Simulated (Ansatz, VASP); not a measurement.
# GePt in VASP and in Ansatz

```
CELL_PARAMETERS angstrom
2.79138 0.00000 0.00000
0.00000 2.54979 2.54495
0.00000 -2.54979 2.54495
ATOMIC_POSITIONS crystal
Ge 0.50000 0.34933 0.34933
Pt 0.50000 0.84947 0.84947
```

Alike in both runs: functional PBE; k mesh 8 × 5 × 5; occupations gaussian, width 0.2 eV; no spin polarisation.

Ansatz relaxed the structure, and its values are those at the end. VASP's run is a single point on that final structure, the one shown.

|  | VASP | Ansatz |
| --- | --- | --- |
| version | VASP 6.6.1 | Ansatz 0.2.0 |
| potentials or method | VASP PAW PBE potentials, release 64 (Ge_d, Pt), cutoff 500 eV | scalar-relativistic, plane waves, PAW |
| valence electrons in the cell | 24 | 32 |

|  | VASP | Ansatz | Ansatz less VASP |
| --- | --- | --- | --- |
| gap on the k mesh at the Fermi level (eV) | none | none | - |
| pressure (GPa) | 0.0 | 0.0 | -0.03 |

A gap of «none» marks a metal or a gap that the smearing closes. With one functional, cell and mesh, what is left measures potentials, basis and numerics. VASP's potentials hold 24 valence electrons a cell and Ansatz's 32, so a difference there can come from the potentials and not from the codes.

Spin-orbit coupling is off throughout.
